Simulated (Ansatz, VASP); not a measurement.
MoSe in VASP and in Ansatz

```
Mo Se
1.0
     4.07308    0.00000    0.00000
    -2.03654    3.52739    0.00000
     0.00000    0.00000    5.09853
Mo Se
2 2
Direct
  0.00000 0.00000 0.00000
  0.00000 0.00000 0.50000
  0.33333 0.66667 0.25000
  0.66667 0.33333 0.75000
```

Alike in both runs: task single point; functional PBE; k mesh 10 × 10 × 6; occupations gaussian, width 0.05 eV; collinear spin.

```csv
,VASP,Ansatz
version,VASP 6.6.1,Ansatz 0.2.0
potentials or method,"VASP PAW PBE potentials, release 64 (Mo_sv, Se), cutoff 520 eV","scalar-relativistic, plane waves, PAW"
valence electrons in the cell,40,60
```

```csv
,VASP,Ansatz,Ansatz less VASP
gap on the k mesh at the Fermi level (eV),none,none,-
pressure (GPa),0.3,0.0,-0.26
"traceless stress, the component that is largest in VASP (GPa)",0.09,0.00,-0.093
net moment per atom (μB),0.00,0.00,0.000
```

A gap of «none» marks a metal or a gap that the smearing closes. VASP's potentials hold 40 valence electrons a cell and Ansatz's 60, so a difference there can come from the potentials and not from the codes. Ansatz's warnings: seeded moment not kept.
